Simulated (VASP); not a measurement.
A run of VASP 6.6.1 is set up as follows.

INCAR

```
SYSTEM = Mo
PREC = Accurate ; ENCUT = 520
EDIFF = 1E-6 ; ISMEAR = 0
SIGMA = 0.15 ; LREAL = .FALSE.
LASPH = .TRUE. ; NELM = 100
ALGO = Fast ; ISIF = 2
LWAVE = .FALSE. ; LCHARG = .FALSE.
GGA = PE ; NBANDS = 13
```

KPOINTS

```
regular mesh
0
G
  26 26 26
  0 0 0
```

The input POSCAR:

```
Mo
1.0
   -1.5407139493      1.5407139493      1.5802194352
    1.5407139493     -1.5407139493      1.5802194352
    1.5407139493      1.5407139493     -1.5802194352
Mo
1
Direct
    0.0000000000      0.0000000000      0.0000000000
```

Potentials or basis: VASP PAW PBE potentials, release 64 (Mo_sv).

The run is started by

```console
$ cat potpaw_PBE.64/Mo_sv/POTCAR > POTCAR
$ mpirun -np 1 vasp_std > vasp.out
```

(1) Estimate the band gap on the k mesh.

(2) Predict the pressure.

Answers

(1) zero (bands 7 and 8 overlap by 5.45 eV).

(2) 15.5 GPa.

Caveat: the cell differs from its parent crystal (strain -0.025 along x and y, +0.000 along z); the stress differs along the axes, from 10 to 18 GPa.
